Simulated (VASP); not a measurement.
# Te2Mo in VASP: further runs

Runs on Te2Mo. Level: PBE+D3(BJ). Tasks: single point.

All numbers are computed with VASP 6.6.1; they aren't measurements. Logs are shortened: lines on timing, memory, paths and dates and some standing lists are left out, and cuts for length are marked.

### 1 The cell of the first run

The cell holds a slab with vacuum, 3 atoms: a = 3.504 Å, b = 3.504 Å, c = 33.270 Å, α = 90.00°, β = 90.00°, γ = 120.00°.

### 2 Single point, PBE+D3(BJ)

The input, INCAR:

```
ALGO     = Normal         # electronic algorithm
DIPOL    = 0.5 0.5 0.500
EDIFF    = 1E-6           # SCF threshold, eV
ENCUT    = 520            # plane-wave cutoff, eV
GGA      = PE             # functional
IDIPOL   = 3            
ISIF     = 2              # what is computed and relaxed
ISMEAR   = 0              # smearing method
IVDW     = 12             # dispersion correction
LASPH    = T              # aspherical terms in the spheres
LCHARG   = F              # write CHGCAR
LDIPOL   = T            
LREAL    = F              # projectors in reciprocal space
LWAVE    = F              # write WAVECAR
NBANDS   = 20             # bands
NELM     = 100            # most SCF steps
PREC     = Accurate       # precision mode
SIGMA    = 0.02           # smearing width, eV
```

The input, KPOINTS:

```
k-points
0
Gamma
  9 9 1
```

The input, POSCAR:

```
Te2Mo
1.0
    3.5040000000      0.0000000000      0.0000000000
   -1.7520000000      3.0345530149      0.0000000000
    0.0000000000      0.0000000000     33.2698832047
Te Mo
2 1
Direct
    0.3333333333      0.6666666667      0.4397052287
    0.3333333333      0.6666666667      0.5602947713
    0.6666666667      0.3333333333      0.5000000000
```

Potentials or basis: VASP PAW PBE potentials, release 64 (Te, Mo_sv).

Launch:

```
cat potpaw_PBE.64/Te/POTCAR potpaw_PBE.64/Mo_sv/POTCAR > POTCAR
mpirun -np 1 vasp_std > vasp.out
```

OUTCAR:

```text
EDIFF = 1E-6
   ENCUT = 520
   GGA = PE
   ISIF = 2
   ISMEAR = 0
   IVDW = 12
   LASPH = T
   LREAL = F
   NELM = 100
   PREC = Accurate
 IVDW          = 12

 ion  position               nearest neighbor table
   1  0.333  0.667  0.440-   3 2.85   3 2.85   3 2.85
   2  0.333  0.667  0.560-   3 2.85   3 2.85   3 2.85
   3  0.667  0.333  0.500-   1 2.85   2 2.85   1 2.85   2 2.85   1 2.85   2 2.85

  LATTYP: Found a hexagonal cell.
 ALAT       =     3.5040000000
 C/A-ratio  =     9.4948296817

  Lattice vectors:

 A1 = (   3.5040000000,   0.0000000000,   0.0000000000)
 A2 = (  -1.7520000000,   3.0345530149,   0.0000000000)
 A3 = (   0.0000000000,   0.0000000000,  33.2698832047)

Analysis of symmetry for initial positions (statically):
=====================================================================
 Subroutine PRICEL returns:
 Original cell was already a primitive cell.

 Routine SETGRP: Setting up the symmetry group for a
 hexagonal supercell.

 Subroutine GETGRP returns: Found 12 space group operations
 (whereof 12 operations were pure point group operations)
 out of a pool of 24 trial point group operations.

The static configuration has the point symmetry D_3h.

Analysis of symmetry for dynamics (positions and initial velocities):
=====================================================================
 Subroutine PRICEL returns:
 Original cell was already a primitive cell.

 Routine SETGRP: Setting up the symmetry group for a
 hexagonal supercell.

 Subroutine GETGRP returns: Found 12 space group operations
 (whereof 12 operations were pure point group operations)
 out of a pool of 24 trial point group operations.

The dynamic configuration has the point symmetry D_3h.

 Subroutine INISYM returns: Found 12 space group operations
 (whereof 12 operations are pure point group operations),
 and found     1 'primitive' translations

----------------------------------------------------------------------------------------

                                     Primitive cell

  volume of cell :     353.7611

  direct lattice vectors                    reciprocal lattice vectors
     3.504000000  0.000000000  0.000000000     0.285388128  0.164768912  0.000000000
    -1.752000000  3.034553015  0.000000000     0.000000000  0.329537825  0.000000000
[... 75 lines left out ...]
   LREAL  =      F    real-space projection
   EDIFFG = 0.1E-04   stopping-criterion for IOM
   NSW    =      0    number of steps for IOM
   IBRION =     -1    ionic relax: 0-MD 1-quasi-New 2-CG
   NFREE  =      0    steps in history (QN), initial steepest desc. (CG)
   ISIF   =      2    stress and relaxation
   ISYM   =      2    0-nonsym 1-usesym 2-fastsym
   POTIM  = 0.5000    time-step for ionic-motion
   TEBEG  =    0.0;   TEEND  =   0.0 temperature during run
   PSTRESS=    0.0 pullay stress
   NELECT =      26.0000    total number of electrons
   NUPDOWN=      -1.0000    fix difference up-down
   EMIN   =  10.00;   EMAX   =-10.00  energy-range for DOS
   EFERMI =   0.00;   METHOD = LEGACY
   ISMEAR =     0;   SIGMA  =   0.02  broadening in eV -4-tet -1-fermi 0-gaus
   EFERMI_NEDOS =   21; number of points for ismear=-14 and -15
   IALGO  =     38    algorithm
   IMIX   =      4    mixing-type and parameters
     AMIX     =   0.40;   BMIX     =  1.00
     AMIX_MAG =   1.60;   BMIX_MAG =  1.00
  volume/ion in A,a.u.               =     117.92       795.77
  Fermi-wavevector in a.u.,A,eV,Ry     =   0.685745  1.295870  6.398086  0.470246
  Thomas-Fermi vector in A             =   1.765774
   LORBIT       =      0    0 simple, 1 ext, 2 COOP (PROOUT), +10 PAW based schemes
   GGA     = PE    functional components
   LHFCALC =     F    Hartree Fock is set to
   AEXX    =    0.0000 exact exchange contribution
   IVDW    =    12    specifies the selected vdW correction
   LEPSILON=     F    determine dielectric tensor
   LRPA    =     F    only Hartree local field effects (RPA)
 non-spin polarized calculation
 Gauss-broadening in eV      SIGMA  =   0.02
  energy-cutoff  :      520.00
  volume of cell :      353.76
 maximum number of plane-waves:      9651
 NGX is ok and might be reduce to    28
   NGX = 13   NGY = 13   NGZ =123

 number of electron      26.0000003 magnetization

 dipolmoment           0.000000      0.000000      0.000000 electrons x Angstroem

 Free energy of the ion-electron system (eV)
  ---------------------------------------------------
  ext. energy  EPLUGINS =         0.00000000
  ---------------------------------------------------
  free energy    TOTEN  =       -17.65188775 eV

  energy without entropy =      -17.65188775  energy(sigma->0) =      -17.65188775

 E-fermi :  -1.6102     XC(G=0):  -2.6387

 val. band max:       -1.8809679276   @ k =   0.4444   0.0000   0.0000
 cond. band min:      -1.0423559844   @ k =   0.2222   0.1111   0.0000
 fundamental gap:      0.8386119432
 Fermi energy:        -1.6101640664

 k-point     1 :       0.0000    0.0000    0.0000
  band No.  band energies     occupation
      1     -62.7489      2.00000
      2     -36.9041      2.00000
      3     -36.7090      2.00000
      4     -36.7090      2.00000
      5     -14.3512      2.00000
      6     -13.7920      2.00000
[... 265 lines left out ...]
     19       3.0837      0.00000
     20       4.8637      0.00000

------------------------ aborting loop because EDIFF is reached ----------------------------------------

 vacuum level on the upper side and lower side of the slab       (xc-potential included)        -0.107        -0.107

 Edisp (eV)   -1.14935

 E8    (eV) :    -0.5574

  FORCE on cell =-STRESS in cart. coord.  units (eV):
  Direction    XX          YY          ZZ          XY          YZ          ZX
  --------------------------------------------------------------------------------------
  -------------------------------------------------------------------------------------
  Total      -2.62942    -2.62942    -7.97780     0.00000     0.00000    -0.00000
  in kB     -11.90858   -11.90858   -36.13131     0.00000     0.00000    -0.00000
  external pressure =      -19.98 kB  Pullay stress =        0.00 kB

 VOLUME and BASIS-vectors are now :
 -----------------------------------------------------------------------------
  energy-cutoff  :      520.00
  volume of cell :      353.76
      direct lattice vectors                 reciprocal lattice vectors
     3.504000000  0.000000000  0.000000000     0.285388128  0.164768912  0.000000000
    -1.752000000  3.034553015  0.000000000     0.000000000  0.329537825  0.000000000
     0.000000000  0.000000000 33.269883205     0.000000000  0.000000000  0.030057214

 POSITION                                       TOTAL-FORCE (eV/Angst)
 -----------------------------------------------------------------------------------
     -0.00000      2.02304     14.62894        -0.000000      0.000000      1.986150
     -0.00000      2.02304     18.64094        -0.000000      0.000000     -1.986150
      1.75200      1.01152     16.63494         0.000000     -0.000000      0.000000
 -----------------------------------------------------------------------------------
    total drift:                               -0.000000      0.000000      0.000000

  FREE ENERGIE OF THE ION-ELECTRON SYSTEM (eV)
  ---------------------------------------------------
  free  energy   TOTEN  =       -18.8012329848 eV

  energy  without entropy=      -18.8012329848  energy(sigma->0) =      -18.80123298

 vacuum level on the upper side and lower side of the slab         2.612         2.612
```

OSZICAR:

```text
N       E                     dE             d eps       ncg     rms          rms(c)
DAV:   1     0.128839563000E+03    0.12884E+03   -0.11724E+04   672   0.926E+02
DAV:   2    -0.703485883275E+01   -0.13587E+03   -0.13313E+03   708   0.180E+02
DAV:   3    -0.182388953623E+02   -0.11204E+02   -0.11089E+02   684   0.448E+01
[... 15 lines left out ...]
DAV:  19    -0.176518723208E+02   -0.27122E-04   -0.53039E-07   484   0.202E-03    0.175E-03
DAV:  20    -0.176518839114E+02   -0.11591E-04   -0.21618E-07   460   0.121E-03    0.503E-04
DAV:  21    -0.176518860616E+02   -0.21502E-05   -0.41685E-08   376   0.757E-04    0.685E-04
DAV:  22    -0.176518875376E+02   -0.14760E-05   -0.26333E-08   324   0.562E-04    0.140E-04
DAV:  23    -0.176518877489E+02   -0.21124E-06   -0.29818E-09   332   0.257E-04
   1 F= -.18801233E+02 E0= -.18801233E+02  d E =-.199503E-82
```

stdout:

```text
POSCAR found type information on POSCAR TeMo
 POSCAR found :  2 types and       3 ions
 scaLAPACK will be used
 LDA part: xc-table for (Slater+PW92), standard interpolation
 POSCAR, INCAR and KPOINTS ok, starting setup
 FFT: planning ... GRIDC
 FFT: planning ... GRID_SOFT
 FFT: planning ... GRID
 WAVECAR not read
 entering main loop
```

Run time: 1.7 min. Hardware: 1 thread of AMD EPYC 9R45 (Zen 5), shared host; peak memory 0.45 GiB.

What came out:

```
Free energy                : -18.8012 eV
Largest force              : 1.986 eV/Å
Band gap on the k mesh     : 0.84 eV, indirect (least direct gap 1.18 eV)
Dispersion energy per atom : -0.383 eV
```

Forces in eV/Å, atoms in the order of the input:
```
Te   0.000  0.000  1.986
Te   0.000  0.000 -1.986
Mo   0.000  0.000  0.000
```

Levels at points of the mesh, in eV from the valence-band top:
```csv
k point,band 10,band 11,band 12,band 13,band 14,band 15,band 16,band 17
"(0.00, 0.00, 0.00)",-1.07,-0.96,-0.45,-0.45,2.97,2.97,3.05,3.05
```

Caveat: spin-orbit coupling is left out, which moves the levels of the heavy elements.

### 3 Single point, PBE+D3(BJ)

The input, INCAR:

```
SYSTEM = Te2Mo
ALGO     = Normal         ! electronic algorithm
DIPOL    = 0.5 0.5 0.500
EDIFF    = 1E-6           ! SCF threshold, eV
ENCUT    = 520            ! plane-wave cutoff, eV
GGA      = PE             ! functional
IDIPOL   = 3            
ISIF     = 2              ! what is computed and relaxed
ISMEAR   = 0              ! smearing method
IVDW     = 12             ! dispersion correction
LASPH    = .TRUE.         ! aspherical terms in the spheres
LCHARG   = .FALSE.        ! write CHGCAR
LDIPOL   = .TRUE.       
LREAL    = .FALSE.        ! projectors in reciprocal space
LWAVE    = .FALSE.        ! write WAVECAR
NBANDS   = 20             ! bands
NELM     = 60             ! most SCF steps
PREC     = Accurate       ! precision mode
SIGMA    = 0.02           ! smearing width, eV
```

The input, KPOINTS:

```
k-points
0
G
  9 9 1
  0 0 0
```

The input, POSCAR:

```
Te2Mo
1.0
    3.5040000000      0.0000000000      0.0000000000
   -1.7520000000      3.0345530149      0.0000000000
    0.0000000000      0.0000000000     33.2698832047
Te Mo
2 1
Direct
    0.3333333333      0.6666666667      0.4491732511
    0.3333333333      0.6666666667      0.5508267489
    0.6666666667      0.3333333333      0.5000000000
```

Potentials or basis: VASP PAW PBE potentials, release 64 (Te, Mo_sv).

Launch:

```
cat potpaw_PBE.64/Te/POTCAR potpaw_PBE.64/Mo_sv/POTCAR > POTCAR
mpirun -np 1 vasp_std > vasp.out
```

Run time: 1.7 min. Hardware: 1 thread of AMD EPYC 9R45 (Zen 5), shared host; peak memory 0.44 GiB.

It converged, with:

| Property | Result |
| --- | --- |
| Free energy | -18.9623 eV |
| Largest force | 2.072 eV/Å |
| Band gap on the k mesh | 1.02 eV, direct |
| Dispersion energy per atom | -0.412 eV |

Forces on the atoms (eV/Å):
```
Te   0.000  0.000 -2.072
Te   0.000  0.000  2.072
Mo   0.000  0.000  0.000
```

Levels at points of the mesh, in eV from the valence-band top:
| k point | band 11 | band 12 | band 13 | band 14 | band 15 | band 16 |
| --- | --- | --- | --- | --- | --- | --- |
| (0.00, 0.00, 0.00) | -1.03 | -1.03 | -0.17 | 3.45 | 3.45 | 3.91 |

Caveat: spin-orbit coupling is left out, which moves the levels of the heavy elements.

### 4 Single point, PBE+D3(BJ)

The input, INCAR:

```
ALGO = Normal
DIPOL = 0.5 0.5 0.500
EDIFF = 1E-6
ENCUT = 520
GGA = PE
IDIPOL = 3
ISIF = 2
ISMEAR = 0
IVDW = 12
LASPH = True
LCHARG = False
LDIPOL = True
LREAL = False
LWAVE = False
NBANDS = 20
NELM = 60
PREC = Accurate
SIGMA = 0.02
```

The input, KPOINTS:

```
k-points
0
Gamma
  9 9 1
```

The input, POSCAR:

```
Te2Mo
1.0
    3.5040000000      0.0000000000      0.0000000000
   -1.7520000000      3.0345530149      0.0000000000
    0.0000000000      0.0000000000     33.2698832047
Te Mo
2 1
Direct
    0.3333333333      0.6666666667      0.4453860421
    0.3333333333      0.6666666667      0.5546139579
    0.6666666667      0.3333333333      0.5000000000
```

Launch:

```
cat potpaw_PBE.64/Te/POTCAR potpaw_PBE.64/Mo_sv/POTCAR > POTCAR
mpirun -np 1 vasp_std > vasp.out
```

Run time: 2.3 min. Hardware: 1 thread of AMD EPYC 9R45 (Zen 5), shared host; peak memory 0.43 GiB.

It converged, with:

```
Free energy                : -19.2103 eV
Largest force              : 0.012 eV/Å
Band gap on the k mesh     : 1.19 eV, direct
Dispersion energy per atom : -0.401 eV
```

Forces on the atoms (eV/Å):
```
Te   0.000  0.000 -0.012
Te   0.000  0.000  0.012
Mo   0.000  0.000  0.000
```

Levels at points of the mesh, in eV from the valence-band top:
```
           k point  band 9  band 10  band 11  band 12  band 13  band 14  band 15  band 16  band 17  band 18
(0.00, 0.00, 0.00)   -1.60    -1.60    -0.82    -0.82    -0.58     3.20     3.20     3.48     3.48     4.16
```

Caveat: spin-orbit coupling is left out, which moves the levels of the heavy elements.

### 5 Single point, PBE+D3(BJ)

The input, INCAR:

```
PREC     = Accurate       # precision mode
ENCUT    = 520            # plane-wave cutoff, eV
EDIFF    = 1E-7           # SCF threshold, eV
ISMEAR   = 0              # smearing method
SIGMA    = 0.02           # smearing width, eV
LREAL    = F              # projectors in reciprocal space
LASPH    = T              # aspherical terms in the spheres
NELM     = 80             # most SCF steps
ALGO     = Normal         # electronic algorithm
ISIF     = 2              # what is computed and relaxed
LWAVE    = F              # write WAVECAR
LCHARG   = T              # write CHGCAR
LDIPOL   = T            
IDIPOL   = 3            
DIPOL    = 0.5 0.5 0.500
GGA      = PE             # functional
IVDW     = 12             # dispersion correction
LELF     = T              # ELF
LVHAR    = T            
LVACPOTAV= T            
NBANDS   = 20             # bands
```

The input, KPOINTS:

```
regular mesh
0
Gamma
  9 9 1
```

The input, POSCAR:

```
Te2Mo
1.0
    3.5040000000      0.0000000000      0.0000000000
   -1.7520000000      3.0345530149      0.0000000000
    0.0000000000      0.0000000000     33.2698832047
Te Mo
2 1
Direct
    0.3333333333      0.6666666667      0.4415988332
    0.3333333333      0.6666666667      0.5584011668
    0.6666666667      0.3333333333      0.5000000000
```

Launch:

```
cat potpaw_PBE.64/Te/POTCAR potpaw_PBE.64/Mo_sv/POTCAR > POTCAR
mpirun -np 1 vasp_std > vasp.out
```

Run time: 2.8 min. Hardware: 1 thread of AMD EPYC 9R45 (Zen 5), shared host; peak memory 0.41 GiB.

It converged, with:

```yaml
Free_energy: -19.0185 eV
Largest_force: 1.444 eV/Å
Band_gap_on_the_k_mesh: 0.99 eV, indirect (least direct gap 1.28 eV)
Dispersion_energy_per_atom: -0.389 eV
Ionisation_potential_of_the_upper_face: 4.65 eV
```

Forces on the atoms (eV/Å):
```
Te   0.000  0.000  1.444
Te   0.000  0.000 -1.444
Mo   0.000  0.000  0.000
```

Levels at points of the mesh, in eV from the valence-band top:
```
           k point  band 11  band 12  band 13  band 14  band 15  band 16
(0.00, 0.00, 0.00)    -0.85    -0.57    -0.57     3.04     3.04     3.18
```

Caveat: spin-orbit coupling is left out, which moves the levels of the heavy elements.

(Continued in part 2 of 2.)
